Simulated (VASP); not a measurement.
# TbHgB4 (F-43m) in VASP: notebook

The runs below take TbHgB4 through single point, with PBE.

Everything below comes from runs of VASP 6.6.1. Logs are shortened: lines on timing, memory, paths and dates and some standing lists are left out, and cuts for length are marked.

## 1. The cell of the first run

The structure is cubic, space group F-43m (No. 216). Conventional cell: a = 6.670 Å, b = 6.670 Å, c = 6.670 Å, α = 90.00°, β = 90.00°, γ = 90.00°. Tb (site symmetry -43m) has 12 B at 2.77 Å and 4 Hg at 2.89 Å within 3.6 Å. Within 3.1 Å of B (site symmetry 3m) lie 6 B at 2.35 to 2.37 Å and 3 Hg at 2.76 Å and 3 Tb at 2.77 Å. Hg (site symmetry -43m) has 12 B at 2.76 Å and 4 Tb at 2.89 Å within 3.6 Å.

The cell was built from a structure type or drawn by symmetry, and may not be a known phase.

## 2. Single point, PBE

File INCAR:

```
SYSTEM = TbHgB4
ALGO     = Normal         ! electronic algorithm
EDIFF    = 1E-6           ! SCF threshold, eV
ENCUT    = 500            ! plane-wave cutoff, eV
GGA      = PE             ! functional
GGA_COMPAT= .False.      
ISIF     = 2              ! what is computed and relaxed
ISMEAR   = 0              ! smearing method
LASPH    = .True.         ! aspherical terms in the spheres
LCHARG   = .False.        ! write CHGCAR
LMAXMIX  = 6              ! l up to which the mixer works
LREAL    = .False.        ! projectors in reciprocal space
LWAVE    = .False.        ! write WAVECAR
NBANDS   = 26             ! bands
NELM     = 200            ! most SCF steps
PREC     = Accurate       ! precision mode
SIGMA    = 0.2            ! smearing width, eV
```

File KPOINTS:

```
k-points
0
Gamma
  4 4 4
  0 0 0
```

File POSCAR:

```
TbHgB4
1.0
    0.0000000000      3.3352316038      3.3352316038
    3.3352316038      0.0000000000      3.3352316038
    3.3352316038      3.3352316038      0.0000000000
Tb B Hg
1 4 1
Direct
    0.0000000000      0.0000000000      0.0000000000
    0.8736729412      0.3754423529      0.3754423529
    0.3754423529      0.3754423529      0.3754423529
    0.3754423529      0.8736729412      0.3754423529
    0.3754423529      0.3754423529      0.8736729412
    0.7500000000      0.7500000000      0.7500000000
```

Potentials or basis: VASP PAW PBE potentials, release 64 (Tb_3, B, Hg), 4f in core.

On the command line:

```sh
cat potpaw_PBE.64/Tb_3/POTCAR potpaw_PBE.64/B/POTCAR potpaw_PBE.64/Hg/POTCAR > POTCAR
mpirun -np 1 vasp_std > vasp.out
```

OUTCAR:

```text
SYSTEM = TbHgB4
   EDIFF = 1E-6
   ENCUT = 500
   GGA = PE
   ISIF = 2
   ISMEAR = 0
   LASPH = .True.
   LREAL = .False.
   NELM = 200
   PREC = Accurate

 ion  position               nearest neighbor table
   1  0.000  0.000  0.000-   2 2.77   4 2.77   5 2.77   3 2.77   3 2.77   3 2.77   2 2.77   2 2.77
                             5 2.77   4 2.77   4 2.77   5 2.77   6 2.89   6 2.89   6 2.89   6 2.89
   2  0.874  0.375  0.375-   6 2.76   6 2.76   6 2.76   1 2.77   1 2.77   1 2.77
   3  0.375  0.375  0.375-   6 2.76   6 2.76   6 2.76   1 2.77   1 2.77   1 2.77
   4  0.375  0.874  0.375-   6 2.76   6 2.76   6 2.76   1 2.77   1 2.77   1 2.77
   5  0.375  0.375  0.874-   6 2.76   6 2.76   6 2.76   1 2.77   1 2.77   1 2.77
   6  0.750  0.750  0.750-   4 2.76   5 2.76   2 2.76   5 2.76   2 2.76   4 2.76   3 2.76   3 2.76
                             3 2.76   2 2.76   4 2.76   5 2.76   1 2.89   1 2.89   1 2.89   1 2.89

  LATTYP: Found a face centered cubic cell.
 ALAT       =     6.6704632076

  Lattice vectors:

 A1 = (   0.0000000000,   3.3352316038,   3.3352316038)
 A2 = (   3.3352316038,   0.0000000000,   3.3352316038)
 A3 = (   3.3352316038,   3.3352316038,   0.0000000000)

Analysis of symmetry for initial positions (statically):
=====================================================================
 Subroutine PRICEL returns:
 Original cell was already a primitive cell.

 Routine SETGRP: Setting up the symmetry group for a
 face centered cubic supercell.

 Subroutine GETGRP returns: Found 24 space group operations
 (whereof 24 operations were pure point group operations)
 out of a pool of 48 trial point group operations.

The static configuration has the point symmetry T_d .

Analysis of symmetry for dynamics (positions and initial velocities):
=====================================================================
 Subroutine PRICEL returns:
 Original cell was already a primitive cell.

 Routine SETGRP: Setting up the symmetry group for a
 face centered cubic supercell.

 Subroutine GETGRP returns: Found 24 space group operations
 (whereof 24 operations were pure point group operations)
 out of a pool of 48 trial point group operations.

The dynamic configuration has the point symmetry T_d .

 Subroutine INISYM returns: Found 24 space group operations
 (whereof 24 operations are pure point group operations),
 and found     1 'primitive' translations
[... 86 lines left out ...]
   EDIFF  = 0.1E-05   stopping-criterion for ELM
   LREAL  =      F    real-space projection
   EDIFFG = 0.1E-04   stopping-criterion for IOM
   NSW    =      0    number of steps for IOM
   IBRION =     -1    ionic relax: 0-MD 1-quasi-New 2-CG
   NFREE  =      0    steps in history (QN), initial steepest desc. (CG)
   ISIF   =      2    stress and relaxation
   ISYM   =      2    0-nonsym 1-usesym 2-fastsym
   POTIM  = 0.5000    time-step for ionic-motion
   TEBEG  =    0.0;   TEEND  =   0.0 temperature during run
   PSTRESS=    0.0 pullay stress
   NELECT =      33.0000    total number of electrons
   NUPDOWN=      -1.0000    fix difference up-down
   EMIN   =  10.00;   EMAX   =-10.00  energy-range for DOS
   EFERMI =   0.00;   METHOD = LEGACY
   ISMEAR =     0;   SIGMA  =   0.20  broadening in eV -4-tet -1-fermi 0-gaus
   EFERMI_NEDOS =   21; number of points for ismear=-14 and -15
   IALGO  =     38    algorithm
   IMIX   =      4    mixing-type and parameters
     AMIX     =   0.40;   BMIX     =  1.00
     AMIX_MAG =   1.60;   BMIX_MAG =  1.00
  volume/ion in A,a.u.               =      12.37        83.46
  Fermi-wavevector in a.u.,A,eV,Ry     =   1.249617  2.361433 21.246067  1.561542
  Thomas-Fermi vector in A             =   2.383649
   LORBIT       =      0    0 simple, 1 ext, 2 COOP (PROOUT), +10 PAW based schemes
   GGA     = PE    functional components
   LHFCALC =     F    Hartree Fock is set to
   AEXX    =    0.0000 exact exchange contribution
   IVDW    =     0    specifies the selected vdW correction
   LEPSILON=     F    determine dielectric tensor
   LRPA    =     F    only Hartree local field effects (RPA)
 non-spin polarized calculation
 Gauss-broadening in eV      SIGMA  =   0.20
  energy-cutoff  :      500.00
  volume of cell :       74.20
 maximum number of plane-waves:      1893
 NGX is ok and might be reduce to    36
   NGX = 17   NGY = 17   NGZ = 17

 number of electron      32.9999998 magnetization

 Free energy of the ion-electron system (eV)
  ---------------------------------------------------
  ext. energy  EPLUGINS =         0.00000000
  ---------------------------------------------------
  free energy    TOTEN  =       -24.34945206 eV

  energy without entropy =      -24.29474252  energy(sigma->0) =      -24.32209729

 E-fermi :   5.3097     XC(G=0): -11.7580

 val. band max:        5.2951609885   @ k =   0.2500   0.2500   0.0000
 cond. band min:       5.4784372705   @ k =  -0.2500   0.2500   0.0000
 fundamental gap:      0.1832762820
 Fermi energy:         5.3096697654

 k-point     1 :       0.0000    0.0000    0.0000
  band No.  band energies     occupation
      1     -16.4469      2.00000
      2     -16.4469      2.00000
      3     -16.4469      2.00000
      4      -6.6524      2.00000
      5      -2.6480      2.00000
      6      -2.6480      2.00000
[... 221 lines left out ...]
     25      11.3761      0.00000
     26      12.0929      0.00000

------------------------ aborting loop because EDIFF is reached ----------------------------------------

  FORCE on cell =-STRESS in cart. coord.  units (eV):
  Direction    XX          YY          ZZ          XY          YZ          ZX
  --------------------------------------------------------------------------------------
  -------------------------------------------------------------------------------------
  Total        0.2838544      0.2838544      0.2838544     -0.0000000      0.0000000      0.0000000
  in kB        6.1291223      6.1291223      6.1291223     -0.0000000      0.0000000      0.0000000
  external PRESSURE =       6.1291223 kB  Pullay stress =       0.0000000 kB

 VOLUME and BASIS-vectors are now :
 -----------------------------------------------------------------------------
  energy-cutoff  :      500.00
  volume of cell :       74.20
      direct lattice vectors                 reciprocal lattice vectors
     0.000000000  3.335231604  3.335231604    -0.149914626  0.149914626  0.149914626
     3.335231604  0.000000000  3.335231604     0.149914626 -0.149914626  0.149914626
     3.335231604  3.335231604  0.000000000     0.149914626  0.149914626 -0.149914626

 POSITION                                       TOTAL-FORCE (eV/Angst)
 -----------------------------------------------------------------------------------
      0.00000      0.00000      0.00000        -0.000000     -0.000000     -0.000000
      2.50437      4.16609      4.16609        -0.013810      0.013810      0.013810
      2.50437      2.50437      2.50437        -0.013810     -0.013810     -0.013810
      4.16609      2.50437      4.16609         0.013810     -0.013810      0.013810
      4.16609      4.16609      2.50437         0.013810      0.013810     -0.013810
      5.00285      5.00285      5.00285         0.000000     -0.000000     -0.000000
 -----------------------------------------------------------------------------------
    total drift:                               -0.000000     -0.000000     -0.000000

  FREE ENERGIE OF THE ION-ELECTRON SYSTEM (eV)
  ---------------------------------------------------
  free  energy   TOTEN  =       -24.3494520598 eV

  energy  without entropy=      -24.2947425177  energy(sigma->0) =      -24.32209729
```

It took 12 s on 1 thread of AMD EPYC 9R45 (Zen 5), shared host; peak memory 0.18 GiB.

Results:

```yaml
Free_energy: -24.3495 eV
Pressure: 0.6 GPa
Largest_force: 0.024 eV/Å
Band_gap_on_the_k_mesh: zero (an odd number of electrons rules out a gap without spin polarisation)
```

Forces in eV/Å, atoms in the order of the input:
```
Tb   0.000  0.000  0.000
B   -0.014  0.014  0.014
B   -0.014 -0.014 -0.014
B    0.014 -0.014  0.014
B    0.014  0.014 -0.014
Hg   0.000  0.000  0.000
```

Caveat: the k points lie up to 0.41 Å⁻¹ apart, too coarse for converged energies and pressures of a metal; spin-orbit coupling is left out, which moves the levels of the heavy elements; the 4f electrons are frozen in the core, so they carry no moment and show no levels.

(Part 1 of 2 ends here.)
